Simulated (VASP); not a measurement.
Write the native input for VASP 6.6.1 that does the following.

```
Task                   : relaxation of cell and atoms
Functional             : PBE
Potentials or basis    : VASP PAW PBE potentials, release 64 (C, N)
Cutoff                 : 600 eV
k mesh                 : 14 × 14 × 20
Occupations            : gaussian, width 0.1 eV
Spin                   : no spin polarisation
Dipole correction      : no
Further INCAR settings : ALGO = Normal; EDIFF = 1e-07; IBRION = 2; EDIFFG = -0.01; NSW = 100; ISIF = 3
```

The structure of C3N lies in POSCAR:

```
C3N
1.0
    3.3728845991      0.0000000000      0.0000000000
    0.0000000000      3.3728845991      0.0000000000
    0.0000000000      0.0000000000      2.3913397421
C N
3 1
Direct
    0.0000000000      0.5000000000      0.5000000000
    0.5000000000      0.0000000000      0.5000000000
    0.5000000000      0.5000000000      0.0000000000
    0.0000000000      0.0000000000      0.0000000000
```

The cell was generated, and may not be a known phase.

These files were run (other wordings do the same):

INCAR

```
SYSTEM = C3N
PREC = Accurate
ENCUT = 600
EDIFF = 1E-7
ISMEAR = 0
SIGMA = 0.1
LREAL = .FALSE.
LASPH = .TRUE.
NELM = 60
ALGO = Normal
ISIF = 3
LWAVE = .FALSE.
LCHARG = .FALSE.
GGA = PE
IBRION = 2
NSW = 100
EDIFFG = -0.01
```

KPOINTS

```
regular mesh
0
G
  14 14 20
  0 0 0
```

Potentials or basis: VASP PAW PBE potentials, release 64 (C, N).

The run is started by

```bash
$ cat potpaw_PBE.64/C/POTCAR potpaw_PBE.64/N/POTCAR > POTCAR
$ mpirun -np 1 vasp_std > vasp.out
```

It gave:

```
Relaxed volume                        : 6.81 Å³/atom
Relaxed cell                          : a = 3.377 Å, b = 3.377 Å, c = 2.388 Å, α = 90.00°, β = 90.00°, γ = 90.00°
Space group after relaxing (to 0.1 Å) : P4/mmm (No. 123)
Energy gained by relaxing             : 0.0 meV/atom
Ionic steps                           : 2
Pressure after relaxing               : -0.1 GPa
```

Caveat: the highest band is partly filled, so the run has too few bands.

It took 73 s on 1 thread of Intel(R) Xeon(R) 6975P-C (Granite Rapids), with other jobs on the host, peak memory 0.26 GiB.
